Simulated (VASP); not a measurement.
# TiAl (P-6m2) in VASP: a series of runs, part 2 of 2

VASP 6.6.1.

**5. Single point, r2SCAN**

Input file POSCAR:

```
TiAl
1.0
    2.8685970563      0.0000000000      0.0000000000
   -1.4342985281      2.4842779240      0.0000000000
    0.0000000000      0.0000000000      4.6338675650
Ti Al
1 1
Direct
    0.0000000000      0.0000000000      0.0000000000
    0.3333333333      0.6666666667      0.5000000000
```

Input file INCAR.step1:

```
SYSTEM = TiAl
  ALGO = Normal
  EDIFF = 1E-4
  ENCUT = 520
  GGA = PE
  ISMEAR = 0
  LASPH = .TRUE.
  LCHARG = .FALSE.
  LREAL = .FALSE.
  LWAVE = .TRUE.
  NBANDS = 14
  NELM = 80
  PREC = Accurate
  SIGMA = 0.1
```

Input file INCAR.step2:

```
SYSTEM = TiAl
  ALGO = Normal
  EDIFF = 1E-6
  ENCUT = 520
  ISIF = 2
  ISMEAR = 0
  ISTART = 1
  LASPH = .TRUE.
  LCHARG = .TRUE.
  LELF = .TRUE.
  LMIXTAU = .TRUE.
  LREAL = .FALSE.
  LVHAR = .TRUE.
  LWAVE = .FALSE.
  METAGGA = R2SCAN
  NBANDS = 14
  NELM = 80
  PREC = Accurate
  SIGMA = 0.1
```

Input file KPOINTS:

```
k-points
0
G
  18 18 10
  0 0 0
```

Potentials or basis: VASP PAW PBE potentials, release 64 (Ti_sv, Al).

On the command line:

```
$ cat potpaw_PBE.64/Ti_sv/POTCAR potpaw_PBE.64/Al/POTCAR > POTCAR
$ cp INCAR.step1 INCAR
$ mpirun -np 1 vasp_std > vasp.out
$ cp INCAR.step2 INCAR
$ mpirun -np 1 vasp_std > vasp.out
```

OUTCAR:

```text
SYSTEM = TiAl
   EDIFF = 1E-6
   ENCUT = 520
   ISIF = 2
   ISMEAR = 0
   ISTART = 1
   LASPH = .TRUE.
   LREAL = .FALSE.
   METAGGA = R2SCAN
   NELM = 80
   PREC = Accurate

 ion  position               nearest neighbor table
   1  0.000  0.000  0.000-   2 2.85   2 2.85   2 2.85   2 2.85   2 2.85   2 2.85
   2  0.333  0.667  0.500-   1 2.85   1 2.85   1 2.85   1 2.85   1 2.85   1 2.85

  LATTYP: Found a hexagonal cell.
 ALAT       =     2.8685970563
 C/A-ratio  =     1.6153776477

  Lattice vectors:

 A1 = (   2.8685970563,   0.0000000000,   0.0000000000)
 A2 = (  -1.4342985281,   2.4842779240,   0.0000000000)
 A3 = (   0.0000000000,   0.0000000000,   4.6338675650)

Analysis of symmetry for initial positions (statically):
=====================================================================
 Subroutine PRICEL returns:
 Original cell was already a primitive cell.

 Routine SETGRP: Setting up the symmetry group for a
 hexagonal supercell.

 Subroutine GETGRP returns: Found 12 space group operations
 (whereof 12 operations were pure point group operations)
 out of a pool of 24 trial point group operations.

The static configuration has the point symmetry D_3h.

[... 175 lines left out ...]
      6       5.5198      2.00000
      7       5.9087      2.00000
      8       9.3553      0.00000
      9       9.3553      0.00000
     10      10.9796      0.00000
     11      10.9796      0.00000
     12      12.2932      0.00000
     13      21.5456      0.00000
     14      21.5456      0.00000
[... 377 lines left out ...]
      1     -50.8260      2.00000
      2     -26.3351      2.00000
      3     -26.1059      2.00000
      4     -25.9496      2.00000
      5       3.4260      2.00000
      6       5.8103      2.00000
      7       6.4963      2.00000
      8       7.1265      2.00000
      9       9.7110      0.00000
     10      11.2260      0.00000
     11      12.2559      0.00000
     12      12.8285      0.00000
     13      13.7763      0.00000
     14      14.8932      0.00000

 [... further k-points ...]

------------------------ aborting loop because EDIFF is reached ----------------------------------------

  FORCE on cell =-STRESS in cart. coord.  units (eV):
  Direction    XX          YY          ZZ          XY          YZ          ZX
  --------------------------------------------------------------------------------------
  -------------------------------------------------------------------------------------
  Total        0.0134565      0.0134565      0.0111428      0.0000000      0.0000000      0.0000000
  in kB        0.6528756      0.6528756      0.5406171      0.0000000      0.0000000      0.0000000
  external PRESSURE =       0.6154561 kB  Pullay stress =       0.0000000 kB

 VOLUME and BASIS-vectors are now :
 -----------------------------------------------------------------------------
  energy-cutoff  :      520.00
  volume of cell :       33.02
      direct lattice vectors                 reciprocal lattice vectors
     2.868597056  0.000000000  0.000000000     0.348602463  0.201265726  0.000000000
    -1.434298528  2.484277924  0.000000000     0.000000000  0.402531452  0.000000000
     0.000000000  0.000000000  4.633867565     0.000000000  0.000000000  0.215802456

 POSITION                                       TOTAL-FORCE (eV/Angst)
 -----------------------------------------------------------------------------------
      0.00000      0.00000      0.00000         0.000000      0.000000      0.000000
     -0.00000      1.65619      2.31693        -0.000000      0.000000      0.000000
 -----------------------------------------------------------------------------------
    total drift:                               -0.000001      0.000001      0.000000

  FREE ENERGIE OF THE ION-ELECTRON SYSTEM (eV)
  ---------------------------------------------------
  free  energy   TOTEN  =       -20.2419690301 eV

  energy  without entropy=      -20.2304490692  energy(sigma->0) =      -20.23620905
```

OUTCAR.step1:

```text
SYSTEM = TiAl
   EDIFF = 1E-4
   ENCUT = 520
   GGA = PE
   ISMEAR = 0
   LASPH = .TRUE.
   LREAL = .FALSE.
[... 630 lines left out ...]
      0.00000      0.00000      0.00000        -0.000000      0.000000      0.000000
     -0.00000      1.65619      2.31693         0.000000      0.000000      0.000000
 -----------------------------------------------------------------------------------
    total drift:                                0.000000     -0.000000      0.000000

  FREE ENERGIE OF THE ION-ELECTRON SYSTEM (eV)
  ---------------------------------------------------
  free  energy   TOTEN  =       -12.0887599817 eV

  energy  without entropy=      -12.0758533720  energy(sigma->0) =      -12.08230668
```

It took 5.4 min on 1 thread of AMD EPYC 9R45 (Zen 5), shared host; peak memory 0.21 GiB.

What came out:

- Free energy: -20.2420 eV
- Pressure: 0.1 GPa
- Band gap on the k mesh: zero (an odd number of electrons rules out a gap without spin polarisation)

Levels at points of the mesh, in eV from the Fermi level:
| k point | band 5 | band 6 | band 7 | band 8 | band 9 | band 10 |
| --- | --- | --- | --- | --- | --- | --- |
| (0.00, 0.00, 0.00) | -9.47 | -2.39 | -2.00 | 1.44 | 1.44 | 3.07 |
| (0.50, 0.00, 0.00) | -3.95 | -3.01 | -1.55 | -0.99 | 2.36 | 4.21 |
| (0.00, 0.00, 0.50) | -8.50 | -5.63 | -0.38 | 1.46 | 1.46 | 2.98 |
| (0.50, 0.00, 0.50) | -3.84 | -2.56 | -1.91 | 0.41 | 1.08 | 2.14 |

Caveat: the PAW data sets were made with another functional, which shifts forces and pressure a little.

**6. Summary**

```tsv
k mesh	smearing	gap on the mesh (eV)	pressure (GPa)
24 × 24 × 14	gaussian 0.15 eV	none	0.1
12 × 12 × 8	gaussian 0.15 eV	none	0.1
18 × 18 × 10	gaussian 0.1 eV	none	0.1
```

Alike in all rows: task single point; level r2SCAN; potentials or basis VASP PAW PBE potentials, release 64 (Ti_sv, Al); no spin polarisation; cell a = 2.869, b = 2.869, c = 4.634 Å, angles 90.0, 90.0, 120.0°, 2 atoms; cutoff (eV) 520.

Caveats: the PAW data sets were made with another functional, which shifts forces and pressure a little.

Absolute energies hang on the potentials; compare differences alone.
